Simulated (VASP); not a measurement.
Write the native input for VASP 6.6.1 that does the following.

* Task: single point
* Functional: r2SCAN
* Potentials or basis: VASP PAW PBE potentials, release 64 (Au)
* Cutoff: 520 eV
* k mesh: 12 × 12 × 1
* Occupations: gaussian, width 0.1 eV
* Spin: no spin polarisation
* Dipole correction: yes
* Further INCAR settings: ALGO = Normal; EDIFF = 1e-07; NBANDS = 30

The system is Au, a slab with vacuum.

```
CELL_PARAMETERS angstrom
2.91621 0.00000 0.00000
-1.45810 2.52551 0.00000
0.00000 0.00000 24.14322
ATOMIC_POSITIONS crystal
Au 0.66667 0.33333 0.35207
Au 0.33333 0.66667 0.45069
Au 0.00000 0.00000 0.54773
Au 0.66667 0.33333 0.64657
```

These files were run (other wordings do the same):

POSCAR

```
Au
1.0
    2.9162060726      0.0000000000      0.0000000000
   -1.4581030363      2.5255085416      0.0000000000
    0.0000000000      0.0000000000     24.1432168628
Au
4
Direct
    0.6666666667      0.3333333333      0.3520657603
    0.3333333333      0.6666666667      0.4506885868
    0.0000000000      0.0000000000      0.5477304405
    0.6666666667      0.3333333333      0.6465706783
```

INCAR.step1

```
PREC = Accurate
ENCUT = 520
ISMEAR = 0
SIGMA = 0.1
LREAL = F
LASPH = T
NELM = 100
LDIPOL = T
IDIPOL = 3
DIPOL = 0.5 0.5 0.499
NBANDS = 30
GGA = PE
ALGO = Normal
EDIFF = 1E-4
LWAVE = T
LCHARG = F
```

INCAR.step2

```
PREC = Accurate
ENCUT = 520
EDIFF = 1E-7
ISMEAR = 0
SIGMA = 0.1
LREAL = F
LASPH = T
NELM = 100
ALGO = Normal
ISIF = 2
LWAVE = F
LCHARG = F
LDIPOL = T
IDIPOL = 3
DIPOL = 0.5 0.5 0.499
METAGGA = R2SCAN
LMIXTAU = T
NBANDS = 30
ISTART = 1
```

KPOINTS

```
regular mesh
0
Gamma
  12 12 1
```

Potentials or basis: VASP PAW PBE potentials, release 64 (Au).

The run is started by

```bash
$ cat potpaw_PBE.64/Au/POTCAR > POTCAR
$ cp INCAR.step1 INCAR
$ mpirun -np 1 vasp_std > vasp.out
$ cp INCAR.step2 INCAR
$ mpirun -np 1 vasp_std > vasp.out
```

Results of the run:

The largest force is 0.030 eV/Å and the band gap on the k mesh is zero (bands 22 and 23 overlap by 5.13 eV).

Caveat: the PAW data sets were made with another functional, which shifts forces and pressure a little; spin-orbit coupling is left out, which moves the levels of the heavy elements.

Wall time 5.1 min on 1 thread of Intel(R) Xeon(R) 6975P-C (Granite Rapids), with other jobs on the host, peak memory 0.38 GiB.
